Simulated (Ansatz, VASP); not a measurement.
## AlN: VASP beside Ansatz

```
Al N
1.0
     0.00000    2.01603    2.01603
     2.01603    0.00000    2.01603
     2.01603    2.01603    0.00000
Al N
1 1
Direct
  0.50000 0.50000 0.50000
  0.00000 0.00000 0.00000
```

Alike in both runs: functional r2SCAN; dispersion rVV10; k mesh 10 × 10 × 10; occupations gaussian, width 0.02 eV; no spin polarisation.

Ansatz relaxed the structure, and its values are those at the end. VASP's run is a single point on that final structure, the one shown.

```csv
,VASP,Ansatz
version,VASP 6.6.1,Ansatz 0.2.0
potentials or method,"VASP PAW PBE potentials, release 64 (Al, N), cutoff 660 eV","scalar-relativistic, plane waves, PAW"
valence electrons in the cell,8,8
```

```tsv
	VASP	Ansatz	Ansatz less VASP
gap on the k mesh at the Fermi level (eV)	5.55	5.54	-0.007
least direct gap on the mesh (eV)	6.62	6.57	-0.054
pressure (GPa)	-0.4	0.0	+0.40
```

VASP's potentials were made for PBE, not for r2SCAN.
